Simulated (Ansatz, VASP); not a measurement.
**One calculation of Na, two programs**

Contents of INCAR:

```
  ALGO = Normal
  EDIFF = 1E-7
  ENCUT = 520
  GGA = PS
  ISIF = 2
  ISMEAR = 0
  LASPH = T
  LCHARG = F
  LREAL = F
  LWAVE = F
  NBANDS = 10
  NELM = 60
  PREC = Accurate
  SIGMA = 0.15
```

KPOINTS

```
k-points
0
Gamma
  16 16 16
```

The input POSCAR:

```
Na
1.0
   -2.1175000000      2.1175000000      2.0857375000
    2.1175000000     -2.1175000000      2.0857375000
    2.1175000000      2.1175000000     -2.0857375000
Na
1
Direct
    0.0000000000      0.0000000000      0.0000000000
```

Input for Ansatz:

```yaml
crystal:
  lattice:
    - [-2.1175, 2.1175, 2.0857375]
    - [2.1175, -2.1175, 2.0857375]
    - [2.1175, 2.1175, -2.0857375]
  atoms:
    - { symbol: Na, position: [0.0, 0.0, 0.0] }
basis:
  ecutwfc: 420
kpoints:
  mp_grid: { grid: [16, 16, 16] }
hamiltonian:
  xc: pbesol
scf:
  occupations: { method: gaussian, width: 0.15 }
output:
  forces: true
  stress: true
  eigenvalues: true
```

Change from the starting cell: strain +0.000 along x and y, -0.015 along z, atoms carried along.

Alike in both runs: task single point; functional PBEsol; k mesh 16 × 16 × 16; occupations gaussian, width 0.15 eV; no spin polarisation.

|  | VASP | Ansatz |
| --- | --- | --- |
| version | VASP 6.6.1 | Ansatz 0.2.0 |
| potentials or method | VASP PAW PBE potentials, release 64 (Na_pv), cutoff 520 eV | scalar-relativistic, plane waves, PAW |
| valence electrons in the cell | 7 | 9 |

|  | VASP | Ansatz | Ansatz less VASP |
| --- | --- | --- | --- |
| gap on the k mesh at the Fermi level (eV) | none | none | - |
| pressure (GPa) | -0.2 | -0.2 | 0.00 |

VASP's potentials were made for PBE, not for PBEsol. A gap of «none» marks a metal or a gap that the smearing closes. VASP's potentials hold 7 valence electrons a cell and Ansatz's 9, so a difference there can come from the potentials and not from the codes.
